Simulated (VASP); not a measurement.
# Si4O7 (a cell with a defect) in VASP: a series of runs, part 2 of 2

VASP 6.6.1. Earlier steps stand in the parts before.

### 4 Single point, PBE

INCAR

```
ALGO = Normal
EDIFF = 1E-7
ENCUT = 520
GGA = PE
ISIF = 2
ISMEAR = 0
LASPH = True
LCHARG = False
LREAL = False
LWAVE = False
NBANDS = 40
NELM = 100
PREC = Accurate
SIGMA = 0.05
```

KPOINTS

```
k-points
0
Gamma
  4 4 4
```

POSCAR

```
Si4O7
1.0
    5.0799801732      0.0000000000      0.0000000000
    0.0000000000      5.0799801732      0.0000000000
    0.0000000000      0.0000000000      7.0914769300
Si O
4 7
Direct
    0.2944292339      0.2944292339      0.0000000000
    0.2055707661      0.7944292339      0.2500000000
    0.7055707661      0.7055707661      0.5000000000
    0.7944292339      0.2055707661      0.7500000000
    0.4053663613      0.7409644515      0.4248320116
    0.7590355485      0.9053663613      0.6748320116
    0.5946336387      0.2590355485      0.9248320116
    0.7409644515      0.4053663613      0.5751679884
    0.9230302381      0.8347682756      0.3172552014
    0.2590355485      0.5946336387      0.0751679884
    0.0946336387      0.2409644515      0.8251679884
```

Potentials or basis: VASP PAW PBE potentials, release 64 (Si, O).

The run is started by

```sh
$ cat potpaw_PBE.64/Si/POTCAR potpaw_PBE.64/O/POTCAR > POTCAR
$ mpirun -np 1 vasp_std > vasp.out
```

OUTCAR:

```text
EDIFF = 1E-7
   ENCUT = 520
   GGA = PE
   ISIF = 2
   ISMEAR = 0
   LASPH = True
   LREAL = False
   NELM = 100
   PREC = Accurate

 ion  position               nearest neighbor table
   1  0.294  0.294  0.000-  11 1.63  10 1.63   7 1.63   4 3.13   2 3.13   2 3.13   4 3.13
   2  0.206  0.794  0.250-   9 1.53   5 1.63  10 1.63   3 3.13   1 3.13   1 3.13   3 3.13
   3  0.706  0.706  0.500-   6 1.63   5 1.63   8 1.63   9 1.82   2 3.13   4 3.13   4 3.13   2 3.13

   4  0.794  0.206  0.750-   7 1.63   8 1.63   6 1.63  11 1.63   1 3.13   3 3.13   3 3.13   1 3.13

   5  0.405  0.741  0.425-   2 1.63   3 1.63
   6  0.759  0.905  0.675-   3 1.63   4 1.63
   7  0.595  0.259  0.925-   4 1.63   1 1.63
   8  0.741  0.405  0.575-   4 1.63   3 1.63
   9  0.923  0.835  0.317-   2 1.53   3 1.82
  10  0.259  0.595  0.075-   2 1.63   1 1.63
  11  0.095  0.241  0.825-   1 1.63   4 1.63

  LATTYP: Found a simple tetragonal cell.
 ALAT       =     5.0799801732
 C/A-ratio  =     1.3959654739

  Lattice vectors:

 A1 = (   5.0799801732,   0.0000000000,   0.0000000000)
 A2 = (   0.0000000000,   5.0799801732,   0.0000000000)
 A3 = (   0.0000000000,   0.0000000000,   7.0914769300)

Analysis of symmetry for initial positions (statically):
=====================================================================
 Subroutine PRICEL returns:
 Original cell was already a primitive cell.

 Routine SETGRP: Setting up the symmetry group for a
 simple tetragonal supercell.

 Subroutine GETGRP returns: Found  1 space group operations
 (whereof  1 operations were pure point group operations)
 out of a pool of 16 trial point group operations.

The static configuration has the point symmetry C_1 .

Analysis of symmetry for dynamics (positions and initial velocities):
=====================================================================
 Subroutine PRICEL returns:
 Original cell was already a primitive cell.

 Routine SETGRP: Setting up the symmetry group for a
 simple tetragonal supercell.

 Subroutine GETGRP returns: Found  1 space group operations
 (whereof  1 operations were pure point group operations)
 out of a pool of 16 trial point group operations.

The dynamic configuration has the point symmetry C_1 .

 Subroutine INISYM returns: Found  1 space group operations
 (whereof  1 operations are pure point group operations),
 and found     1 'primitive' translations

----------------------------------------------------------------------------------------

                                     Primitive cell

  volume of cell :     183.0041

  direct lattice vectors                    reciprocal lattice vectors
     5.079980173  0.000000000  0.000000000     0.196851162  0.000000000  0.000000000
     0.000000000  5.079980173  0.000000000     0.000000000  0.196851162  0.000000000
     0.000000000  0.000000000  7.091476930     0.000000000  0.000000000  0.141014349

  length of vectors
     5.079980173  5.079980173  7.091476930     0.196851162  0.196851162  0.141014349

  position of ions in fractional coordinates (direct lattice)
     0.294429234  0.294429234  0.000000000
     0.205570766  0.794429234  0.250000000
[... 77 lines left out ...]
   k-points           NKPTS =     36   k-points in BZ     NKDIM =     36   number of bands    NBANDS=     40
   number of dos      NEDOS =    301   number of ions     NIONS =     11
   total plane-waves  NPLWV =  86400
   dimension x,y,z NGX =    40 NGY =   40 NGZ =   54
   dimension x,y,z NGXF=    80 NGYF=   80 NGZF=  108
   ions per type =               4   7
   NGX,Y,Z   is equivalent  to a cutoff of  13.09, 13.09, 12.66 a.u.
   NGXF,Y,Z  is equivalent  to a cutoff of  26.18, 26.18, 25.32 a.u.
 SYSTEM =  unknown system
   PREC   = accura    normal or accurate (medium, high low for compatibility)
   ISTART =      0    job   : 0-new  1-cont  2-samecut
   ICHARG =      2    charge: 1-file 2-atom 10-const
   ISPIN  =      1    spin polarized calculation?
   LNONCOLLINEAR =      F non collinear calculations
   LSORBIT =      F    spin-orbit coupling
   LASPH  =      T    aspherical Exc in radial PAW
   ENCUT  =  520.0 eV  38.22 Ry    6.18 a.u.   9.45  9.45 13.19*2*pi/ulx,y,z
   NELM   =    100;   NELMIN=  2; NELMDL= -5     # of ELM steps
   EDIFF  = 0.1E-06   stopping-criterion for ELM
   LREAL  =      F    real-space projection
   EDIFFG = 0.1E-05   stopping-criterion for IOM
   NSW    =      0    number of steps for IOM
   IBRION =     -1    ionic relax: 0-MD 1-quasi-New 2-CG
   NFREE  =      0    steps in history (QN), initial steepest desc. (CG)
   ISIF   =      2    stress and relaxation
   ISYM   =      2    0-nonsym 1-usesym 2-fastsym
   POTIM  = 0.5000    time-step for ionic-motion
   TEBEG  =    0.0;   TEEND  =   0.0 temperature during run
   PSTRESS=    0.0 pullay stress
   NELECT =      58.0000    total number of electrons
   NUPDOWN=      -1.0000    fix difference up-down
   EMIN   =  10.00;   EMAX   =-10.00  energy-range for DOS
   EFERMI =   0.00;   METHOD = LEGACY
   ISMEAR =     0;   SIGMA  =   0.05  broadening in eV -4-tet -1-fermi 0-gaus
   EFERMI_NEDOS =   21; number of points for ismear=-14 and -15
   IALGO  =     38    algorithm
   IMIX   =      4    mixing-type and parameters
     AMIX     =   0.40;   BMIX     =  1.00
     AMIX_MAG =   1.60;   BMIX_MAG =  1.00
  volume/ion in A,a.u.               =      16.64       112.27
  Fermi-wavevector in a.u.,A,eV,Ry     =   1.116171  2.109257 16.950639  1.245837
  Thomas-Fermi vector in A             =   2.252782
   LORBIT       =      0    0 simple, 1 ext, 2 COOP (PROOUT), +10 PAW based schemes
   GGA     = PE    functional components
   LHFCALC =     F    Hartree Fock is set to
   AEXX    =    0.0000 exact exchange contribution
   IVDW    =     0    specifies the selected vdW correction
   LEPSILON=     F    determine dielectric tensor
   LRPA    =     F    only Hartree local field effects (RPA)
 non-spin polarized calculation
 Gauss-broadening in eV      SIGMA  =   0.05
  energy-cutoff  :      520.00
  volume of cell :      183.00
 maximum number of plane-waves:      4954
 NGX is ok and might be reduce to    40
   NGX = 19   NGY = 19   NGZ = 27

 number of electron      57.9999991 magnetization

 Free energy of the ion-electron system (eV)
  ---------------------------------------------------
  ext. energy  EPLUGINS =         0.00000000
  ---------------------------------------------------
  free energy    TOTEN  =       -82.98150470 eV

  energy without entropy =      -82.98150470  energy(sigma->0) =      -82.98150470

 E-fermi :   2.3615     XC(G=0):  -7.9272

 val. band max:        2.0809955205   @ k =   0.5000   0.5000   0.5000
 cond. band min:       4.5189568697   @ k =   0.0000   0.5000   0.0000
 fundamental gap:      2.4379613492
 Fermi energy:         2.3615010453

 k-point     1 :       0.0000    0.0000    0.0000
  band No.  band energies     occupation
      1     -19.8329      2.00000
      2     -19.0478      2.00000
      3     -18.7909      2.00000
      4     -18.1524      2.00000
      5     -18.0685      2.00000
      6     -17.9060      2.00000
[... 1021 lines left out ...]
     39       9.6647      0.00000
     40       9.9627      0.00000

 [... further k-points ...]

------------------------ aborting loop because EDIFF is reached ----------------------------------------

  FORCE on cell =-STRESS in cart. coord.  units (eV):
  Direction    XX          YY          ZZ          XY          YZ          ZX
  --------------------------------------------------------------------------------------
  -------------------------------------------------------------------------------------
  Total        4.9124143     -4.3187024     -2.1909525     -2.9159808      5.5226248      1.2366067
  in kB       43.0075637    -37.8096914    -19.1815113    -25.5290420     48.3498791     10.8263346
  external PRESSURE =      -4.6612130 kB  Pullay stress =       0.0000000 kB

 VOLUME and BASIS-vectors are now :
 -----------------------------------------------------------------------------
  energy-cutoff  :      520.00
  volume of cell :      183.00
      direct lattice vectors                 reciprocal lattice vectors
     5.079980173  0.000000000  0.000000000     0.196851162  0.000000000  0.000000000
     0.000000000  5.079980173  0.000000000     0.000000000  0.196851162  0.000000000
     0.000000000  0.000000000  7.091476930     0.000000000  0.000000000  0.141014349

 POSITION                                       TOTAL-FORCE (eV/Angst)
 -----------------------------------------------------------------------------------
      1.49569      1.49569      0.00000        -0.314200     -2.701058      1.903549
      1.04430      4.03568      1.77287         3.814892      2.599526     -3.067653
      3.58429      3.58429      3.54574         1.094160      1.441888     -1.030373
      4.03568      1.04430      5.31861         0.269858     -0.233416      0.625833
      2.05925      3.76408      3.01269         0.566464     -0.342950      0.251679
      3.85589      4.59924      4.78556        -0.077570     -0.226785     -0.140233
      3.02073      1.31590      6.55842         0.535525      0.219896     -0.516152
      3.76408      2.05925      4.07879         0.168670      0.679496     -0.884601
      4.68898      4.24061      2.24981        -5.499391     -1.593873      3.332526
      1.31590      3.02073      0.53305        -0.186482      0.009681      0.227499
      0.48074      1.22409      5.85166        -0.371927      0.147595     -0.702075
 -----------------------------------------------------------------------------------
    total drift:                                0.000545      0.000027      0.000353

  FREE ENERGIE OF THE ION-ELECTRON SYSTEM (eV)
  ---------------------------------------------------
  free  energy   TOTEN  =       -82.9815047046 eV

  energy  without entropy=      -82.9815047046  energy(sigma->0) =      -82.98150470
```

Run time: 8.7 min. Hardware: 1 thread of Intel Xeon 8259CL, shared host; peak memory 0.38 GiB.

Results:

- Free energy: -82.9815 eV
- Pressure: -0.5 GPa
- Largest force: 6.625 eV/Å
- Band gap on the k mesh: 2.44 eV

Forces on the atoms (eV/Å):
```
Si  -0.314 -2.701  1.904
Si   3.815  2.600 -3.068
Si   1.094  1.442 -1.030
Si   0.270 -0.233  0.626
O    0.566 -0.343  0.252
O   -0.078 -0.227 -0.140
O    0.536  0.220 -0.516
O    0.169  0.679 -0.885
O   -5.499 -1.594  3.333
O   -0.186  0.010  0.227
O   -0.372  0.148 -0.702
```

Caveat: the cell differs from its parent crystal (atoms taken out, atom 9 moved 0.125 of the way to it and +0.225 Å across, host rigid).

### 5 Summary

```tsv
cell	gap on the mesh (eV)	pressure (GPa)	largest force (eV/Å)
as given, atomic positions A	1.51	-0.4	6.24
as given, atomic positions B	0.96	-4.0	6.43
as given, atomic positions C	2.44	-0.5	6.62
```

Alike in all rows: task single point; level PBE; potentials or basis VASP PAW PBE potentials, release 64 (Si, O); no spin polarisation; k mesh 4 × 4 × 4; cutoff (eV) 520; smearing gaussian 0.05 eV.

Absolute energies hang on the potentials; compare differences alone.
